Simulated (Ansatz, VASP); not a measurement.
**SnTe: VASP and Ansatz over several settings**

```xyz
2
Lattice="0.0000 3.5869 3.5869 3.5869 0.0000 3.5869 3.5869 3.5869 0.0000" Properties=species:S:1:pos:R:3 pbc="T T T"
Te    1.7935    1.7935    1.7935
Sn    0.0000    0.0000    0.0000
```

Single points on this cell with VASP 6.6.1 and Ansatz 0.2.0. Each row is one pair of runs. Alike in all rows: spin: off; smearing: fermi-dirac, width 0.05 eV.

| level | k mesh | VASP's potentials, cutoff | Ansatz's potentials, cutoff | gap on the k mesh at the Fermi level (eV), VASP | gap on the k mesh at the Fermi level (eV), Ansatz | least direct gap on the mesh (eV), VASP | least direct gap on the mesh (eV), Ansatz | pressure (GPa), VASP | pressure (GPa), Ansatz |
| --- | --- | --- | --- | --- | --- | --- | --- | --- | --- |
| HSE06 | 4 × 4 × 4 | VASP PAW PBE potentials, release 64 (Te, Sn_d), 520 eV | Ansatz PAW, 420 eV | 0.30 | 0.31 | 1.12 | 1.13 | -0.3 | -0.1 |
| LDA | 7 × 7 × 7 | VASP PAW LDA potentials, release 64 (Te, Sn_d), 520 eV | Ansatz PAW, 420 eV | ? | 0.22 | ? | 0.74 | ? | -1.8 |
| r2SCAN | 7 × 7 × 7 | VASP PAW PBE potentials, release 64 (Te, Sn_d), 520 eV | Ansatz PAW, 500 eV | 0.35 | 0.35 | 0.90 | 0.91 | -0.1 | -0.1 |

Fill in what VASP gave in row 2.

gap on the k mesh at the Fermi level (eV): 0.21; least direct gap on the mesh (eV): 0.73; pressure (GPa): -1.8.

VASP's potentials hold 20 valence electrons a cell and Ansatz's 30, so a difference there can come from the potentials and not from the codes.

Spin-orbit coupling is off throughout. Noted on Ansatz's runs: odd divisions of the mesh miss points on the zone boundary, where band edges often lie, so the gap on the mesh can be too wide.
